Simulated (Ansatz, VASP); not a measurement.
**AlN: VASP beside Ansatz**

The input POSCAR:

```
AlN
1.0
    1.3680186674     -5.4890516601      0.0000000000
    1.3680186674      5.4890516601      0.0000000000
    0.0000000000      0.0000000000      2.7481311771
Al N
2 2
Direct
    0.3417983732      0.6582016268      0.7500000000
    0.6582016268      0.3417983732      0.2500000000
    0.8482636532      0.1517363468      0.2500000000
    0.1517363468      0.8482636532      0.7500000000
```

Contents of INCAR.step1:

```
ALGO = Normal ; EDIFF = 1E-4
ENCUT = 520 ; GGA = PE
ISMEAR = -1 ; LASPH = True
LCHARG = False ; LREAL = False
LWAVE = True ; NBANDS = 16
NELM = 80 ; PREC = Accurate
SIGMA = 0.03
```

Contents of INCAR.step2:

```
ALGO = Normal ; BPARAM = 11.95
CPARAM = 0.0093 ; EDIFF = 1E-7
ENCUT = 520 ; ISIF = 2
ISMEAR = -1 ; ISTART = 1
IVDW_NL = 2 ; LASPH = True
LCHARG = True ; LELF = True
LMIXTAU = True ; LREAL = False
LUSE_VDW = True ; LVHAR = True
LWAVE = False ; METAGGA = R2SCAN
NBANDS = 16 ; NELM = 80
PREC = Accurate ; SIGMA = 0.03
```

File KPOINTS:

```
k-points
0
Gamma
  10 10 10
```

Input for Ansatz:

```yaml
crystal:
  lattice:
    - [1.3680186674, -5.4890516601, 0.0]
    - [1.3680186674, 5.4890516601, 0.0]
    - [0.0, 0.0, 2.7481311771]
  atoms:
    - { symbol: Al, position: [0.3417983732, 0.6582016268, 0.75] }
    - { symbol: Al, position: [0.6582016268, 0.3417983732, 0.25] }
    - { symbol: "N", position: [0.8482636532, 0.1517363468, 0.25] }
    - { symbol: "N", position: [0.1517363468, 0.8482636532, 0.75] }
kpoints:
  mp_grid: { grid: [10, 10, 10] }
  band_path:
    path:
      - [0.0, 0.0, 0.0]
      - [-0.5, 0.5, 0.0]
      - [-0.2655284969, 0.7344715031, 0.0]
      - [0.2655284969, 0.2655284969, 0.0]
      - [0.0, 0.0, 0.5]
      - [0.2655284969, 0.2655284969, 0.5]
      - [-0.2655284969, 0.7344715031, 0.5]
      - [-0.5, 0.5, 0.5]
      - [0.0, 0.5, 0.0]
    npoints: 1
hamiltonian:
  xc: r2scan
  dispersion: rvv10
scf:
  occupations: { method: fermi_dirac, width: 0.03 }
  n_extra_bands: 5
output:
  forces: true
  stress: true
  eigenvalues: true
  write_density: true
  write_potential: true
  elf: true
  volumetric_format: npy
```

Alike in both runs: task single point; functional r2SCAN; dispersion rVV10; k mesh 10 × 10 × 10; occupations fermi-dirac, width 0.03 eV; no spin polarisation.

```csv
,VASP,Ansatz
version,VASP 6.6.1,Ansatz 0.2.0
potentials or method,"VASP PAW PBE potentials, release 64 (Al, N)","plane waves, PAW"
plane-wave cutoff (eV),520,500
valence electrons in the cell,16,16
```

```csv
,VASP,Ansatz,Ansatz less VASP
gap on the k mesh at the Fermi level (eV),3.36,3.35,-0.008
pressure (GPa),-0.4,0.0,+0.43
"traceless stress, the component that is largest in VASP (GPa)",0.11,0.02,-0.088
rms of the force components (eV/Å),0.012,0.005,-0.0069
```

VASP's potentials were made for PBE, not for r2SCAN. Atom by atom the forces differ by 0.008 eV/Å (rms over components).
